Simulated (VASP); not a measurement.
Set up this calculation in VASP 6.6.1, as the native input.

- Task: single point
- Functional: RPBE
- Potentials or basis: VASP PAW PBE potentials, release 64 (Fe, Au)
- Cutoff: 520 eV
- k mesh: 3 × 3 × 3
- Occupations: gaussian, width 0.1 eV
- Spin: collinear spin, ferromagnetic start
- Starting moments: [3.23, 0.0] μB
- Dipole correction: no
- Further INCAR settings: ALGO = Normal; EDIFF = 1e-06; NBANDS = 20

The structure of FeAu lies in POSCAR:

```
FeAu
1.0
    1.4117478522      0.8150730025      4.4694532999
   -1.4117478522      0.8150730025      4.4694532999
    0.0000000000     -1.6301460050      4.4694532999
Fe Au
1 1
Direct
    0.5000000000      0.5000000000      0.5000000000
    0.0000000000      0.0000000000      0.0000000000
```

The input as run:

INCAR

```
SYSTEM = FeAu
ALGO = Normal
EDIFF = 1E-6
ENCUT = 520
GGA = RP
ISIF = 2
ISMEAR = 0
ISPIN = 2
LASPH = .TRUE.
LCHARG = .TRUE.
LELF = .TRUE.
LMAXMIX = 4
LORBIT = 11
LREAL = .FALSE.
LVHAR = .TRUE.
LWAVE = .FALSE.
MAGMOM = 3.23 0
NBANDS = 20
NELM = 150
PREC = Accurate
SIGMA = 0.1
```

KPOINTS

```
k-points
0
G
  3 3 3
  0 0 0
```

Potentials or basis: VASP PAW PBE potentials, release 64 (Fe, Au).

Run with:

```bash
$ cat potpaw_PBE.64/Fe/POTCAR potpaw_PBE.64/Au/POTCAR > POTCAR
$ mpirun -np 1 vasp_std > vasp.out
```

It gave:

| Quantity | Value |
| --- | --- |
| Pressure | 1.3 GPa |
| Net moment | 3.09 μB per cell |
| Site moments | Fe +3.04; Au +0.07 μB |
| Valence electrons inside the program's atomic spheres | Fe 6.80; Au 9.76 |

Caveat: the k points lie up to 0.87 Å⁻¹ apart; the PAW data sets were made with another functional, which shifts forces and pressure a little.

Wall time 19 s on 1 thread of Intel(R) Xeon(R) Platinum 8375C CPU @ 2.90GHz (Ice Lake) (shared host), peak memory 0.24 GiB.
